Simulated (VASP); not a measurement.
# Sn (Pm-3m) in VASP: notebook

The runs below take Sn through single point, relaxation of cell and atoms, with PBE.

All numbers are computed with VASP 6.6.1; they aren't measurements. Logs are shortened: lines on timing, memory, paths and dates and some standing lists are left out, and cuts for length are marked.

**1. The cell of the first run**

The structure is cubic, space group Pm-3m (No. 221). Conventional cell: a = 2.592 Å, b = 2.592 Å, c = 2.592 Å, α = 90.00°, β = 90.00°, γ = 90.00°. Sn (site symmetry m-3m) has 6 Sn at 2.59 Å within 3.4 Å.

**2. Single point, PBE**

INCAR reads:

```
  ALGO = Normal
  EDIFF = 1E-6
  ENCUT = 520
  GGA = PE
  ISIF = 2
  ISMEAR = -1
  LASPH = T
  LCHARG = F
  LREAL = F
  LWAVE = F
  NBANDS = 13
  NELM = 80
  PREC = Accurate
  SIGMA = 0.08
```

KPOINTS reads:

```
k-points
0
Gamma
  15 15 15
```

POSCAR reads:

```
Sn
1.0
    2.5924904246      0.0000000000      0.0000000000
    0.0000000000      2.5924904246      0.0000000000
    0.0000000000      0.0000000000      2.5924904246
Sn
1
Direct
    0.0000000000      0.0000000000      0.0000000000
```

Potentials or basis: VASP PAW PBE potentials, release 64 (Sn_d).

Run with:

```bash
$ cat potpaw_PBE.64/Sn_d/POTCAR > POTCAR
$ mpirun -np 1 vasp_std > vasp.out
```

OUTCAR:

```text
EDIFF = 1E-6
   ENCUT = 520
   GGA = PE
   ISIF = 2
   ISMEAR = -1
   LASPH = T
   LREAL = F
   NELM = 80
   PREC = Accurate

 ion  position               nearest neighbor table
   1  0.000  0.000  0.000-

  LATTYP: Found a simple cubic cell.
 ALAT       =     2.5924904246

  Lattice vectors:

 A1 = (   2.5924904246,   0.0000000000,   0.0000000000)
 A2 = (   0.0000000000,   2.5924904246,   0.0000000000)
 A3 = (   0.0000000000,   0.0000000000,   2.5924904246)

Analysis of symmetry for initial positions (statically):
=====================================================================
 Subroutine PRICEL returns:
 Original cell was already a primitive cell.

 Routine SETGRP: Setting up the symmetry group for a
 simple cubic supercell.

 Subroutine GETGRP returns: Found 48 space group operations
 (whereof 48 operations were pure point group operations)
 out of a pool of 48 trial point group operations.

The static configuration has the point symmetry O_h .

Analysis of symmetry for dynamics (positions and initial velocities):
=====================================================================
 Subroutine PRICEL returns:
 Original cell was already a primitive cell.

 Routine SETGRP: Setting up the symmetry group for a
 simple cubic supercell.

 Subroutine GETGRP returns: Found 48 space group operations
 (whereof 48 operations were pure point group operations)
 out of a pool of 48 trial point group operations.

The dynamic configuration has the point symmetry O_h .

 Subroutine INISYM returns: Found 48 space group operations
 (whereof 48 operations are pure point group operations),
 and found     1 'primitive' translations

----------------------------------------------------------------------------------------

                                     Primitive cell

  volume of cell :      17.4241

  direct lattice vectors                    reciprocal lattice vectors
     2.592490425  0.000000000  0.000000000     0.385729486  0.000000000  0.000000000
     0.000000000  2.592490425  0.000000000     0.000000000  0.385729486  0.000000000
     0.000000000  0.000000000  2.592490425     0.000000000  0.000000000  0.385729486

  length of vectors
     2.592490425  2.592490425  2.592490425     0.385729486  0.385729486  0.385729486

  position of ions in fractional coordinates (direct lattice)
     0.000000000  0.000000000  0.000000000

  ion indices of the primitive-cell ions
   primitive index   ion index
                 1           1

----------------------------------------------------------------------------------------

 KPOINTS: k-points

Automatic generation of k-mesh.
 Grid dimensions read from file:
 generate k-points for:   15   15   15

 Generating k-lattice:

  Cartesian coordinates                     Fractional coordinates (reciprocal lattice)
     0.025715299  0.000000000  0.000000000     0.066666667  0.000000000  0.000000000
     0.000000000  0.025715299  0.000000000     0.000000000  0.066666667  0.000000000
     0.000000000  0.000000000  0.025715299     0.000000000  0.000000000  0.066666667

  Length of vectors
     0.025715299  0.025715299  0.025715299

  Shift w.r.t. Gamma in fractional coordinates (k-lattice)
     0.000000000  0.000000000  0.000000000

 Subroutine IBZKPT returns following result:
 ===========================================

 Found    120 irreducible k-points:

 Following reciprocal coordinates:
            Coordinates               Weight
  0.000000  0.000000  0.000000      1.000000
  0.066667  0.000000  0.000000      6.000000
  0.133333  0.000000  0.000000      6.000000
  0.200000  0.000000  0.000000      6.000000
  0.266667  0.000000  0.000000      6.000000
  0.333333  0.000000  0.000000      6.000000
[... 16 lines left out ...]
  0.266667  0.200000  0.000000     24.000000
  0.333333  0.200000  0.000000     24.000000
 [... further k-points ...]
   k-points           NKPTS =    120   k-points in BZ     NKDIM =    120   number of bands    NBANDS=     13
   number of dos      NEDOS =    301   number of ions     NIONS =      1
   total plane-waves  NPLWV =   8000
   dimension x,y,z NGX =    20 NGY =   20 NGZ =   20
   dimension x,y,z NGXF=    40 NGYF=   40 NGZF=   40
   ions per type =               1
   NGX,Y,Z   is equivalent  to a cutoff of  12.83, 12.83, 12.83 a.u.
   NGXF,Y,Z  is equivalent  to a cutoff of  25.65, 25.65, 25.65 a.u.
 SYSTEM =  unknown system
   PREC   = accura    normal or accurate (medium, high low for compatibility)
   ISTART =      0    job   : 0-new  1-cont  2-samecut
   ICHARG =      2    charge: 1-file 2-atom 10-const
   ISPIN  =      1    spin polarized calculation?
   LNONCOLLINEAR =      F non collinear calculations
   LSORBIT =      F    spin-orbit coupling
   LASPH  =      T    aspherical Exc in radial PAW
   ENCUT  =  520.0 eV  38.22 Ry    6.18 a.u.   4.82  4.82  4.82*2*pi/ulx,y,z
   NELM   =     80;   NELMIN=  2; NELMDL= -5     # of ELM steps
   EDIFF  = 0.1E-05   stopping-criterion for ELM
   LREAL  =      F    real-space projection
   EDIFFG = 0.1E-04   stopping-criterion for IOM
   NSW    =      0    number of steps for IOM
   IBRION =     -1    ionic relax: 0-MD 1-quasi-New 2-CG
   NFREE  =      0    steps in history (QN), initial steepest desc. (CG)
   ISIF   =      2    stress and relaxation
   ISYM   =      2    0-nonsym 1-usesym 2-fastsym
   POTIM  = 0.5000    time-step for ionic-motion
   TEBEG  =    0.0;   TEEND  =   0.0 temperature during run
   PSTRESS=    0.0 pullay stress
   NELECT =      14.0000    total number of electrons
   NUPDOWN=      -1.0000    fix difference up-down
   EMIN   =  10.00;   EMAX   =-10.00  energy-range for DOS
   EFERMI =   0.00;   METHOD = LEGACY
   ISMEAR =    -1;   SIGMA  =   0.08  broadening in eV -4-tet -1-fermi 0-gaus
   EFERMI_NEDOS =   21; number of points for ismear=-14 and -15
   IALGO  =     38    algorithm
   IMIX   =      4    mixing-type and parameters
     AMIX     =   0.40;   BMIX     =  1.00
     AMIX_MAG =   1.60;   BMIX_MAG =  1.00
  volume/ion in A,a.u.               =      17.42       117.58
  Fermi-wavevector in a.u.,A,eV,Ry     =   1.521950  2.876068 31.515602  2.316331
  Thomas-Fermi vector in A             =   2.630595
   LORBIT       =      0    0 simple, 1 ext, 2 COOP (PROOUT), +10 PAW based schemes
   GGA     = PE    functional components
   LHFCALC =     F    Hartree Fock is set to
   AEXX    =    0.0000 exact exchange contribution
   IVDW    =     0    specifies the selected vdW correction
   LEPSILON=     F    determine dielectric tensor
   LRPA    =     F    only Hartree local field effects (RPA)
 non-spin polarized calculation
  energy-cutoff  :      520.00
  volume of cell :       17.42
 maximum number of plane-waves:       487
 NGX is ok and might be reduce to    20
   NGX =  9   NGY =  9   NGZ =  9

 number of electron      13.9999985 magnetization

 Free energy of the ion-electron system (eV)
  ---------------------------------------------------
  ext. energy  EPLUGINS =         0.00000000
  ---------------------------------------------------
  free energy    TOTEN  =        -1.81582119 eV

  energy without entropy =       -1.81045212  energy(sigma->0) =       -1.81313666

 E-fermi :  14.9684     XC(G=0): -12.5297

 val. band max:       14.9463114296   @ k =   0.4667   0.4667   0.4667
 cond. band min:      15.0048182148   @ k =   0.3333   0.3333   0.0000
 fundamental gap:      0.0585067852
 Fermi energy:        14.9683518848

 k-point     1 :       0.0000    0.0000    0.0000
  band No.  band energies     occupation
      1      -8.4256      2.00000
      2      -8.4256      2.00000
      3      -6.8931      2.00000
      4      -6.8931      2.00000
      5      -6.8931      2.00000
      6      -0.5515      2.00000
      7      22.0269      0.00000
      8      22.0269      0.00000
      9      22.0269      0.00000
     10      26.0835      0.00000
     11      26.0835      0.00000
     12      29.1287      0.00000
     13      37.8673      0.00000

 k-point     2 :       0.0667    0.0000    0.0000
  band No.  band energies     occupation
      1      -8.4211      2.00000
      2      -8.3808      2.00000
      3      -6.9121      2.00000
      4      -6.9121      2.00000
      5      -6.8915      2.00000
      6      -0.4426      2.00000
      7      20.6770      0.00000
      8      22.1630      0.00000
      9      22.1630      0.00000
     10      26.1102      0.00000
     11      26.9470      0.00000
     12      29.7584      0.00000
     13      37.3376      0.00000

 k-point     3 :       0.1333    0.0000    0.0000
  band No.  band energies     occupation
      1      -8.4086      2.00000
      2      -8.2546      2.00000
      3      -6.9657      2.00000
      4      -6.9657      2.00000
      5      -6.8870      2.00000
      6      -0.1125      2.00000
      7      18.2946      0.00000
      8      22.5638      0.00000
      9      22.5638      0.00000
     10      26.1898      0.00000
     11      27.6421      0.00000
     12      31.8655      0.00000
     13      36.1432      0.00000
[... 305 lines left out ...]
 k-point    23 :       0.2667    0.2000    0.0000
  band No.  band energies     occupation
      1      -8.1597      2.00000
      2      -7.6363      2.00000
      3      -7.3408      2.00000
      4      -7.1157      2.00000
      5      -7.0184      2.00000
      6       2.2242      2.00000
      7      14.2238      1.99982
      8      17.7346      0.00000
      9      25.2860      0.00000
     10      27.6132      0.00000
     11      27.9951      0.00000
     12      33.8446      0.00000
     13      35.3968      0.00000

 k-point    24 :       0.3333    0.2000    0.0000
  band No.  band energies     occupation
      1      -8.1270      2.00000
      2      -7.4437      2.00000
      3      -7.4315      2.00000
      4      -7.1974      2.00000
      5      -7.0098      2.00000
      6       3.2458      2.00000
      7      12.0004      2.00000
      8      18.6021      0.00000
      9      26.0636      0.00000
     10      26.3166      0.00000
     11      27.9698      0.00000
     12      33.1612      0.00000
     13      35.0837      0.00000

 [... further k-points ...]
[... 5 lines left out ...]
  --------------------------------------------------------------------------------------
  -------------------------------------------------------------------------------------
  Total        9.4611477      9.4611477      9.4611477      0.0000000      0.0000000      0.0000000
  in kB      869.9672875    869.9672875    869.9672875      0.0000000      0.0000000      0.0000000
  external PRESSURE =     869.9672875 kB  Pullay stress =       0.0000000 kB

 VOLUME and BASIS-vectors are now :
 -----------------------------------------------------------------------------
  energy-cutoff  :      520.00
  volume of cell :       17.42
      direct lattice vectors                 reciprocal lattice vectors
     2.592490425  0.000000000  0.000000000     0.385729486  0.000000000  0.000000000
     0.000000000  2.592490425  0.000000000     0.000000000  0.385729486  0.000000000
     0.000000000  0.000000000  2.592490425     0.000000000  0.000000000  0.385729486

 POSITION                                       TOTAL-FORCE (eV/Angst)
 -----------------------------------------------------------------------------------
      0.00000      0.00000      0.00000         0.000000      0.000000      0.000000
 -----------------------------------------------------------------------------------
    total drift:                                0.000000      0.000000      0.000000

  FREE ENERGIE OF THE ION-ELECTRON SYSTEM (eV)
  ---------------------------------------------------
  free  energy   TOTEN  =        -1.8158211944 eV

  energy  without entropy=       -1.8104521209  energy(sigma->0) =       -1.81313666
```

It took 18 s on 1 thread of Intel Xeon Platinum 8488C (Sapphire Rapids), shared host; peak memory 0.14 GiB.

Results:

- Free energy: -1.8158 eV
- Pressure: 87.0 GPa
- Band gap on the k mesh: zero (band 7 reaches 22.03 eV, above the bottom of band 8 at 12.47 eV)

Levels at points of the mesh, in eV from the Fermi level:
```csv
k point,band 3,band 4,band 5,band 6,band 7,band 8,band 9,band 10,band 11,band 12
"(0.00, 0.00, 0.00)",-21.86,-21.86,-21.86,-15.52,7.06,7.06,7.06,11.12,11.12,14.16
```

Caveat: spin-orbit coupling is left out, which moves the levels of the heavy elements.

**3. Single point, PBE**

INCAR reads:

```
PREC     = Accurate       # precision mode
ENCUT    = 520            # plane-wave cutoff, eV
EDIFF    = 1E-7           # SCF threshold, eV
ISMEAR   = -1             # smearing method
SIGMA    = 0.08           # smearing width, eV
LREAL    = F              # projectors in reciprocal space
LASPH    = T              # aspherical terms in the spheres
NELM     = 80             # most SCF steps
ALGO     = Normal         # electronic algorithm
ISIF     = 2              # what is computed and relaxed
LWAVE    = F              # write WAVECAR
LCHARG   = T              # write CHGCAR
GGA      = PE             # functional
LELF     = T              # ELF
LVHAR    = T            
NBANDS   = 13             # bands
```

KPOINTS reads:

```
regular mesh
0
Gamma
  15 15 15
```

POSCAR reads:

```
Sn
1.0
    2.5923236769      0.0000000000      0.0000000000
    0.0000000000      2.5923236769      0.0000000000
    0.0000000000      0.0000000000      2.5923236769
Sn
1
Direct
    0.0000000000      0.0000000000      0.0000000000
```

Potentials or basis: VASP PAW PBE potentials, release 64 (Sn_d).

Run with:

```bash
$ cat potpaw_PBE.64/Sn_d/POTCAR > POTCAR
$ mpirun -np 1 vasp_std > vasp.out
```

Wall time 18 s (1 thread of Intel Xeon Platinum 8488C (Sapphire Rapids), shared host); peak memory 0.14 GiB.

It converged, with:

```
Free energy            : -1.8140 eV
Pressure               : 87.1 GPa
Band gap on the k mesh : zero (band 7 reaches 22.03 eV, above the bottom of band 8 at 12.47 eV)
```

Levels at points of the mesh, in eV from the Fermi level:
```tsv
k point	band 3	band 4	band 5	band 6	band 7	band 8	band 9	band 10	band 11	band 12
(0.00, 0.00, 0.00)	-21.86	-21.86	-21.86	-15.52	7.06	7.06	7.06	11.12	11.12	14.16
```

Caveat: spin-orbit coupling is left out, which moves the levels of the heavy elements.

**4. Relaxation of cell and atoms, PBE, target pressure 87 GPa, at which the enthalpy is minimised**

This run uses another cell than the first one, of 16.90 Å³/atom, 0.970 times its volume.

INCAR reads:

```
PREC = Accurate
ENCUT = 600
EDIFF = 1E-6
ISMEAR = -1
SIGMA = 0.08
LREAL = F
LASPH = T
NELM = 80
ALGO = Normal
ISIF = 3
LWAVE = F
LCHARG = F
GGA = PE
IBRION = 2
NSW = 60
EDIFFG = -0.005
PSTRESS = 870.0
```

KPOINTS reads:

```
Automatic mesh
0
Gamma
  15 15 15
```

POSCAR reads:

```
Sn
1.0
    2.5663795365      0.0000000000      0.0000000000
    0.0000000000      2.5663795365      0.0000000000
    0.0000000000      0.0000000000      2.5663795365
Sn
1
Direct
    0.0000000000      0.0000000000      0.0000000000
```

Run with:

```bash
$ cat potpaw_PBE.64/Sn_d/POTCAR > POTCAR
$ mpirun -np 1 vasp_std > vasp.out
```

Wall time 56 s (1 thread of Intel Xeon Platinum 8488C (Sapphire Rapids), shared host); peak memory 0.17 GiB.

Results (log left out):

```
Free energy                                            : -1.8200 eV
Relaxed volume                                         : 17.43 Å³/atom
Relaxed cell                                           : a = 2.593 Å, b = 2.593 Å, c = 2.593 Å, α = 90.00°, β = 90.00°, γ = 90.00°
Space group after relaxing (to 0.05 Å)                 : Pm-3m (No. 221)
Energy change on relaxing (the enthalpy is what falls) : -306.6 meV/atom
Ionic steps                                            : 4
Pressure after relaxing                                : 87.0 GPa
Band gap on the k mesh                                 : zero (band 7 reaches 22.02 eV, above the bottom of band 8 at 12.46 eV)
```

Step by step:
```csv
step,energy change (eV),largest force (eV/Å),pressure (GPa),volume (Å³)
1,0.0000,0.0000,99.13,16.90
2,-1.3999,0.0000,43.16,20.23
3,-0.3266,0.0000,86.19,17.47
4,-0.3066,0.0000,87.00,17.43
```

Final structure:
```yaml
crystal:
  lattice:
    - [2.59287, 0.00000, 0.00000]
    - [0.00000, 2.59287, 0.00000]
    - [0.00000, 0.00000, 2.59287]
  atoms:
    - { symbol: Sn, position: [0.00000, 0.00000, 0.00000] }
```

Levels at points of the mesh, in eV from the Fermi level:
```
           k point  band 4  band 5  band 6  band 7  band 8  band 9  band 10  band 11
(0.00, 0.00, 0.00)  -21.86  -21.86  -15.51    7.06    7.06    7.06    11.11    11.11
```

Caveat: the cell is relaxed towards a set pressure, so the enthalpy falls and the energy may rise; spin-orbit coupling is left out, which moves the levels of the heavy elements.

**5. Relaxation of cell and atoms, PBE, target pressure 87 GPa, at which the enthalpy is minimised**

INCAR reads:

```
  PREC = Accurate
  ENCUT = 600
  EDIFF = 1E-7
  ISMEAR = -1
  SIGMA = 0.08
  LREAL = False
  LASPH = True
  NELM = 100
  ALGO = Normal
  ISIF = 3
  LWAVE = False
  LCHARG = False
  GGA = PE
  IBRION = 2
  NSW = 32
  EDIFFG = -0.005
  PSTRESS = 870.0
```

KPOINTS reads:

```
regular mesh
0
Gamma
  15 15 15
```

POSCAR reads:

```
Sn
1.0
    2.5924904246      0.0000000000      0.0000000000
    0.0000000000      2.5924904246      0.0000000000
    0.0000000000      0.0000000000      2.5924904246
Sn
1
Direct
    0.0000000000      0.0000000000      0.0000000000
```

Run with:

```bash
$ cat potpaw_PBE.64/Sn_d/POTCAR > POTCAR
$ mpirun -np 1 vasp_std > vasp.out
```

It took 43 s on 1 thread of Intel Xeon Platinum 8488C (Sapphire Rapids), shared host; peak memory 0.16 GiB.

Results (log left out):

* Free energy: -1.8184 eV
* Relaxed volume: 17.43 Å³/atom
* Relaxed cell: a = 2.593 Å, b = 2.593 Å, c = 2.593 Å, α = 90.00°, β = 90.00°, γ = 90.00°
* Space group after relaxing (to 0.05 Å): Pm-3m (No. 221)
* Energy change on relaxing (the enthalpy is what falls): -2.5 meV/atom
* Ionic steps: 3
* Pressure after relaxing: 87.0 GPa
* Band gap on the k mesh: zero (band 7 reaches 22.02 eV, above the bottom of band 8 at 12.46 eV)

Step by step:
| step | energy change (eV) | largest force (eV/Å) | pressure (GPa) | volume (Å³) |
| --- | --- | --- | --- | --- |
| 1 | 0.0000 | 0.0000 | 87.11 | 17.42 |
| 2 | -0.0167 | 0.0000 | 86.45 | 17.45 |
| 3 | -0.0025 | 0.0000 | 87.01 | 17.43 |

Final structure:
```
Sn
1.0
     2.59271    0.00000    0.00000
     0.00000    2.59271    0.00000
     0.00000    0.00000    2.59271
Sn
1
Direct
  0.00000 0.00000 0.00000
```

Levels at points of the mesh, in eV from the Fermi level:
```
           k point  band 3  band 4  band 5  band 6  band 7  band 8  band 9  band 10  band 11
(0.00, 0.00, 0.00)  -21.86  -21.86  -21.86  -15.52    7.06    7.06    7.06    11.11    11.11
```

Caveat: the cell is relaxed towards a set pressure, so the enthalpy falls and the energy may rise; spin-orbit coupling is left out, which moves the levels of the heavy elements.

**6. Overview**

```tsv
task	cell	cutoff (eV)	gap on the mesh (eV)	pressure (GPa)
single point	a = 2.592 Å, 1 atom	520	none	87.1
relaxation of cell and atoms	relaxed to 87 GPa from a = 2.566 Å, 1 atom	600	none	87.0
relaxation of cell and atoms	relaxed to 87 GPa from a = 2.592 Å, 1 atom	600	none	87.0
```

Alike in all rows: level PBE; potentials or basis VASP PAW PBE potentials, release 64 (Sn_d); no spin polarisation; k mesh 15 × 15 × 15; smearing fermi-dirac 0.08 eV.

Caveats: spin-orbit coupling is left out, which moves the levels of the heavy elements; the cell is relaxed towards a set pressure, so the enthalpy falls and the energy may rise (some runs).

Absolute energies hang on the potentials; compare differences alone.
